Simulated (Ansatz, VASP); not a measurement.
SrBr: VASP beside Ansatz

The input INCAR:

```
ALGO = Normal
EDIFF = 1E-6
ENCUT = 520
GGA = PE
ISIF = 2
ISMEAR = 0
LASPH = T
LCHARG = F
LREAL = F
LWAVE = F
NBANDS = 25
NELM = 100
PREC = Accurate
SIGMA = 0.1
```

Contents of KPOINTS:

```
k-points
0
Gamma
  6 6 2
```

File POSCAR:

```
SrBr
1.0
    4.3008655402      0.0000000000      0.0000000000
   -2.1504327700      3.7246588160      0.0000000000
    0.0000000000      0.0000000000      9.2813418515
Sr Br
2 2
Direct
    0.3333333300      0.6666666700      0.3436136966
    0.6666666700      0.3333333300      0.8436136966
    0.3333333300      0.6666666700      0.0313863034
    0.6666666700      0.3333333300      0.5313863034
```

Input for Ansatz:

```yaml
crystal:
  lattice:
    - [4.3008655402, 0.0, 0.0]
    - [-2.15043277, 3.724658816, 0.0]
    - [0.0, 0.0, 9.2813418515]
  atoms:
    - { symbol: Sr, position: [0.33333333, 0.66666667, 0.3436136966] }
    - { symbol: Sr, position: [0.66666667, 0.33333333, 0.8436136966] }
    - { symbol: Br, position: [0.33333333, 0.66666667, 0.0313863034] }
    - { symbol: Br, position: [0.66666667, 0.33333333, 0.5313863034] }
basis:
  ecutwfc: 420
kpoints:
  mp_grid: { grid: [6, 6, 2] }
hamiltonian:
  xc: pbe
scf:
  occupations: { method: gaussian, width: 0.1 }
output:
  forces: true
  stress: true
  eigenvalues: true
```

Alike in both runs: task single point; functional PBE; k mesh 6 × 6 × 2; occupations gaussian, width 0.1 eV; no spin polarisation.

```csv
,VASP,Ansatz
version,VASP 6.6.1,Ansatz 0.2.0
potentials or method,"VASP PAW PBE potentials, release 64 (Sr_sv, Br), cutoff 520 eV","scalar-relativistic, plane waves, PAW"
valence electrons in the cell,34,34
```

|  | VASP | Ansatz | Ansatz less VASP |
| --- | --- | --- | --- |
| gap on the k mesh at the Fermi level (eV) | none | none | - |
| pressure (GPa) | 4.2 | 4.1 | -0.10 |
| traceless stress, the component that is largest in VASP (GPa) | 2.69 | 2.64 | -0.056 |
| rms of the force components (eV/Å) | 0.168 | 0.167 | -0.0015 |

Atom by atom the forces differ by 0.001 eV/Å (rms over components). A gap of «none» marks a metal or a gap that the smearing closes.
